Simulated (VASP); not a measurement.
# Sc (P6_3/mmc) in VASP: a series of runs

Sc is run at these levels: PBE, PBEsol; tasks: single point.

Program: VASP 6.6.1. These are calculated values, not measurements. Logs are shortened: lines on timing, memory, paths and dates and some standing lists are left out, and cuts for length are marked.

## Step 1: The cell of the first run

It takes space group P6_3/mmc (No. 194, hexagonal). The conventional cell has a = 3.309 Å, b = 3.309 Å, c = 5.273 Å, α = 90.00°, β = 90.00°, γ = 120.00°. Within 4.3 Å of Sc (site symmetry -6m2) lie 12 Sc at 3.26 to 3.31 Å.

## Step 2: Single point, PBE

INCAR reads:

```
  PREC = Accurate
  ENCUT = 520
  EDIFF = 1E-6
  ISMEAR = -5
  SIGMA = 0.05
  LREAL = False
  LASPH = True
  NELM = 80
  ALGO = Normal
  ISIF = 2
  LWAVE = False
  LCHARG = True
  GGA = PE
  LELF = True
  LVHAR = True
  NBANDS = 18
```

KPOINTS reads:

```
Automatic mesh
0
Gamma
  9 9 5
```

POSCAR reads:

```
Sc
1.0
    3.3090000000      0.0000000000      0.0000000000
   -1.6545000000      2.8656780611      0.0000000000
    0.0000000000      0.0000000000      5.2733000000
Sc
2
Direct
    0.6666666667      0.3333333333      0.7500000000
    0.3333333333      0.6666666667      0.2500000000
```

Potentials or basis: VASP PAW PBE potentials, release 64 (Sc_sv).

Command:

```console
$ cat potpaw_PBE.64/Sc_sv/POTCAR > POTCAR
$ mpirun -np 1 vasp_std > vasp.out
```

OUTCAR:

```text
PREC = Accurate
   ENCUT = 520
   EDIFF = 1E-6
   ISMEAR = -5
   LREAL = False
   LASPH = True
   NELM = 80
   ISIF = 2
   GGA = PE

 ion  position               nearest neighbor table
   1  0.667  0.333  0.750-   2 3.26   2 3.26   2 3.26   2 3.26   2 3.26   2 3.26
   2  0.333  0.667  0.250-   1 3.26   1 3.26   1 3.26   1 3.26   1 3.26   1 3.26

  LATTYP: Found a hexagonal cell.
 ALAT       =     3.3090000000
 C/A-ratio  =     1.5936234512

  Lattice vectors:

 A1 = (   3.3090000000,   0.0000000000,   0.0000000000)
 A2 = (  -1.6545000000,   2.8656780611,   0.0000000000)
 A3 = (   0.0000000000,   0.0000000000,   5.2733000000)

Analysis of symmetry for initial positions (statically):
=====================================================================
 Subroutine PRICEL returns:
 Original cell was already a primitive cell.

 Routine SETGRP: Setting up the symmetry group for a
 hexagonal supercell.

 Subroutine GETGRP returns: Found 24 space group operations
 (whereof 12 operations were pure point group operations)
 out of a pool of 24 trial point group operations.

The static configuration has the point symmetry D_3d.
 The point group associated with its full space group is D_6h.

Analysis of symmetry for dynamics (positions and initial velocities):
=====================================================================
 Subroutine PRICEL returns:
 Original cell was already a primitive cell.

 Routine SETGRP: Setting up the symmetry group for a
 hexagonal supercell.

 Subroutine GETGRP returns: Found 24 space group operations
 (whereof 12 operations were pure point group operations)
 out of a pool of 24 trial point group operations.

The dynamic configuration has the point symmetry D_3d.
 The point group associated with its full space group is D_6h.

 Subroutine INISYM returns: Found 24 space group operations
 (whereof 12 operations are pure point group operations),
 and found     1 'primitive' translations

----------------------------------------------------------------------------------------

                                     Primitive cell

  volume of cell :      50.0042

  direct lattice vectors                    reciprocal lattice vectors
     3.309000000  0.000000000  0.000000000     0.302206105  0.174478776  0.000000000
[... 80 lines left out ...]
   ISTART =      0    job   : 0-new  1-cont  2-samecut
   ICHARG =      2    charge: 1-file 2-atom 10-const
   ISPIN  =      1    spin polarized calculation?
   LNONCOLLINEAR =      F non collinear calculations
   LSORBIT =      F    spin-orbit coupling
   LASPH  =      T    aspherical Exc in radial PAW
   ENCUT  =  520.0 eV  38.22 Ry    6.18 a.u.   6.15  6.15  9.80*2*pi/ulx,y,z
   NELM   =     80;   NELMIN=  2; NELMDL= -5     # of ELM steps
   EDIFF  = 0.1E-05   stopping-criterion for ELM
   LREAL  =      F    real-space projection
   EDIFFG = 0.1E-04   stopping-criterion for IOM
   NSW    =      0    number of steps for IOM
   IBRION =     -1    ionic relax: 0-MD 1-quasi-New 2-CG
   NFREE  =      0    steps in history (QN), initial steepest desc. (CG)
   ISIF   =      2    stress and relaxation
   ISYM   =      2    0-nonsym 1-usesym 2-fastsym
   POTIM  = 0.5000    time-step for ionic-motion
   TEBEG  =    0.0;   TEEND  =   0.0 temperature during run
   PSTRESS=    0.0 pullay stress
   NELECT =      22.0000    total number of electrons
   NUPDOWN=      -1.0000    fix difference up-down
   EMIN   =  10.00;   EMAX   =-10.00  energy-range for DOS
   EFERMI =   0.00;   METHOD = LEGACY
   ISMEAR =    -5;   SIGMA  =   0.05  broadening in eV -4-tet -1-fermi 0-gaus
   EFERMI_NEDOS =   21; number of points for ismear=-14 and -15
   IALGO  =     38    algorithm
   IMIX   =      4    mixing-type and parameters
     AMIX     =   0.40;   BMIX     =  1.00
     AMIX_MAG =   1.60;   BMIX_MAG =  1.00
  volume/ion in A,a.u.               =      25.00       168.72
  Fermi-wavevector in a.u.,A,eV,Ry     =   1.245127  2.352948 21.093660  1.550340
  Thomas-Fermi vector in A             =   2.379363
   LORBIT       =      0    0 simple, 1 ext, 2 COOP (PROOUT), +10 PAW based schemes
   GGA     = PE    functional components
   LHFCALC =     F    Hartree Fock is set to
   AEXX    =    0.0000 exact exchange contribution
   IVDW    =     0    specifies the selected vdW correction
   LEPSILON=     F    determine dielectric tensor
   LRPA    =     F    only Hartree local field effects (RPA)
 non-spin polarized calculation
 Fermi weights with tetrahedron method with Bloechl corrections
  energy-cutoff  :      520.00
  volume of cell :       50.00
 maximum number of plane-waves:      1387
 NGX is ok and might be reduce to    28
   NGX = 13   NGY = 13   NGZ = 19

 number of electron      22.0000000 magnetization

 Free energy of the ion-electron system (eV)
  ---------------------------------------------------
  ext. energy  EPLUGINS =         0.00000000
  ---------------------------------------------------
  free energy    TOTEN  =       -12.49094917 eV

  energy without entropy =      -12.49094917  energy(sigma->0) =      -12.49094917

 E-fermi :   3.5897     XC(G=0):  -9.8207

 val. band max:        3.6049450581   @ k =   0.4444   0.1111   0.4000
 cond. band min:       3.6035684407   @ k =   0.1111   0.1111   0.2000
 fundamental gap:     -0.0013766174
 Fermi energy:         3.5897010380

 k-point     1 :       0.0000    0.0000    0.0000
  band No.  band energies     occupation
      1     -45.8584      2.00000
      2     -45.7973      2.00000
      3     -24.6644      2.00000
      4     -24.3410      2.00000
      5     -24.3410      2.00000
      6     -24.2846      2.00000
[... 481 lines left out ...]
      5     -24.5383      2.00000
      6     -24.4443      2.00000
[... 10 lines left out ...]
     17       7.1386      0.00000
     18       7.1386      0.00000

 [... further k-points ...]
[... 5 lines left out ...]
  --------------------------------------------------------------------------------------
  -------------------------------------------------------------------------------------
  Total       -0.0362075     -0.0362075     -0.5729986      0.0000000      0.0000000     -0.0000000
  in kB       -1.1601180     -1.1601180    -18.3593574      0.0000000      0.0000000     -0.0000000
  external PRESSURE =      -6.8931978 kB  Pullay stress =       0.0000000 kB

 VOLUME and BASIS-vectors are now :
 -----------------------------------------------------------------------------
  energy-cutoff  :      520.00
  volume of cell :       50.00
      direct lattice vectors                 reciprocal lattice vectors
     3.309000000  0.000000000  0.000000000     0.302206105  0.174478776  0.000000000
    -1.654500000  2.865678061  0.000000000     0.000000000  0.348957552  0.000000000
     0.000000000  0.000000000  5.273300000     0.000000000  0.000000000  0.189634574

 POSITION                                       TOTAL-FORCE (eV/Angst)
 -----------------------------------------------------------------------------------
      1.65450      0.95523      3.95498        -0.000000     -0.000000      0.000000
     -0.00000      1.91045      1.31832         0.000000      0.000000      0.000000
 -----------------------------------------------------------------------------------
    total drift:                               -0.000000      0.000000     -0.000000

  FREE ENERGIE OF THE ION-ELECTRON SYSTEM (eV)
  ---------------------------------------------------
  free  energy   TOTEN  =       -12.4909491725 eV

  energy  without entropy=      -12.4909491725  energy(sigma->0) =      -12.49094917
```

OSZICAR:

```text
N       E                     dE             d eps       ncg     rms          rms(c)
DAV:   1     0.353983433847E+03    0.35398E+03   -0.10889E+04  1296   0.129E+03
DAV:   2     0.605404474121E+01   -0.34793E+03   -0.34154E+03  1576   0.538E+02
DAV:   3    -0.135081126834E+02   -0.19562E+02   -0.18967E+02  2098   0.151E+02
DAV:   4    -0.139153878737E+02   -0.40728E+00   -0.40421E+00  1920   0.209E+01
DAV:   5    -0.139203685947E+02   -0.49807E-02   -0.49016E-02  2256   0.242E+00    0.751E+00
DAV:   6    -0.126597707817E+02    0.12606E+01   -0.29031E+00  1708   0.186E+01    0.224E+00
DAV:   7    -0.125024880864E+02    0.15728E+00   -0.74047E-01  1768   0.847E+00    0.889E-01
DAV:   8    -0.124933963560E+02    0.90917E-02   -0.39008E-02  1726   0.246E+00    0.288E-01
DAV:   9    -0.124909082021E+02    0.24882E-02   -0.12101E-02  1776   0.111E+00    0.234E-02
DAV:  10    -0.124909496663E+02   -0.41464E-04   -0.16725E-04  1996   0.178E-01    0.984E-03
DAV:  11    -0.124909491725E+02    0.49376E-06   -0.64062E-06  1834   0.276E-02
   1 F= -.12490949E+02 E0= -.12490949E+02  d E =0.000000E+00
```

stdout:

```text
POSCAR found type information on POSCAR Sc
 POSCAR found :  1 types and       2 ions
 scaLAPACK will be used
 LDA part: xc-table for (Slater+PW92), standard interpolation
 POSCAR, INCAR and KPOINTS ok, starting setup
 FFT: planning ... GRIDC
 FFT: planning ... GRID_SOFT
 FFT: planning ... GRID
 WAVECAR not read
 entering main loop
 -----------------------------------------------------------------------------
|                                                                             |
|           W    W    AA    RRRRR   N    N  II  N    N   GGGG   !!!           |
|           W    W   A  A   R    R  NN   N  II  NN   N  G    G  !!!           |
|           W    W  A    A  R    R  N N  N  II  N N  N  G       !!!           |
|           W WW W  AAAAAA  RRRRR   N  N N  II  N  N N  G  GGG   !            |
|           WW  WW  A    A  R   R   N   NN  II  N   NN  G    G                |
|           W    W  A    A  R    R  N    N  II  N    N   GGGG   !!!           |
|                                                                             |
|     Tetrahedron method does not include variations of the Fermi             |
|     occupations, so forces and stress will be inaccurate. We suggest        |
|     using a different smearing scheme ISMEAR = 1 or 2 for metals in         |
|     relaxations.                                                            |
|                                                                             |
 -----------------------------------------------------------------------------
```

It took 83 s on 1 thread of AMD EPYC 7R13, shared host; peak memory 0.16 GiB.

Results:

```yaml
Free_energy: -12.4909 eV
Pressure: -0.7 GPa
Band_gap_on_the_k_mesh: zero (band 11 reaches 4.27 eV, above the bottom of band 12 at 3.15 eV)
```

Stress tensor (GPa, compression positive):
```
-0.12  0.00  0.00
 0.00 -0.12  0.00
 0.00  0.00 -1.84
```

Levels at points of the mesh, in eV from the Fermi level:
```
           k point  band 7  band 8  band 9  band 10  band 11  band 12  band 13  band 14  band 15  band 16
(0.00, 0.00, 0.00)  -27.87  -27.86   -5.10    -1.65     0.43     1.60     1.60     1.71     2.01     2.01
```

Caveat: tetrahedron occupations give inexact forces and stress in metals.

(Continued in part 2 of 2.)
